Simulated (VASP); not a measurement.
Wanted: the native input for a VASP 6.6.1 run.

```
Task                   : single point
Functional             : PBE
Potentials or basis    : VASP PAW PBE potentials, release 64 (Zr_sv, Nb_sv, Se)
Cutoff                 : 520 eV
k mesh                 : 4 × 4 × 4
Occupations            : gaussian, width 0.1 eV
Spin                   : collinear spin, ferrimagnetic start
Starting moments       : [1.7, 0.6, -0.06, -0.06, -0.06] μB
Dipole correction      : no
Further INCAR settings : ALGO = Normal; EDIFF = 1e-06; NBANDS = 34
```

The structure of ZrNbSe3 lies in POSCAR:

```
ZrNbSe3
1.0
    5.0008393875      0.0000000000      0.0000000000
    0.0000000000      5.0008393875      0.0000000000
    0.0000000000      0.0000000000      5.0008393875
Zr Nb Se
1 1 3
Direct
    0.5000000000      0.5000000000      0.5000000000
    0.0000000000      0.0000000000      0.0000000000
    0.5000000000      0.0000000000      0.0000000000
    0.0000000000      0.0000000000      0.5000000000
    0.0000000000      0.5000000000      0.0000000000
```

The input as run:

INCAR

```
PREC = Accurate
ENCUT = 520
EDIFF = 1E-6
ISMEAR = 0
SIGMA = 0.1
LREAL = False
LASPH = True
NELM = 150
ALGO = Normal
ISIF = 2
LWAVE = False
LCHARG = False
ISPIN = 2
MAGMOM = 1.7 0.6 -0.06 -0.06 -0.06
LORBIT = 11
LMAXMIX = 4
GGA = PE
NBANDS = 34
```

KPOINTS

```
regular mesh
0
Gamma
  4 4 4
```

Potentials or basis: VASP PAW PBE potentials, release 64 (Zr_sv, Nb_sv, Se).

The run is started by

```console
$ cat potpaw_PBE.64/Zr_sv/POTCAR potpaw_PBE.64/Nb_sv/POTCAR potpaw_PBE.64/Se/POTCAR > POTCAR
$ mpirun -np 1 vasp_std > vasp.out
```

Results of the run:

```json
{
 "Pressure": "-0.1 GPa",
 "Net moment": "2.62 μB per cell",
 "Site moments": "Zr +1.31; Nb +0.65; Se -0.06 μB",
 "Valence electrons inside the program's atomic spheres": "Zr 9.54; Nb 10.65; Se 3.89"
}
```

Wall time 2.6 min on 1 thread of Intel(R) Xeon(R) Platinum 8488C (Sapphire Rapids), with other jobs on the host, peak memory 0.32 GiB.
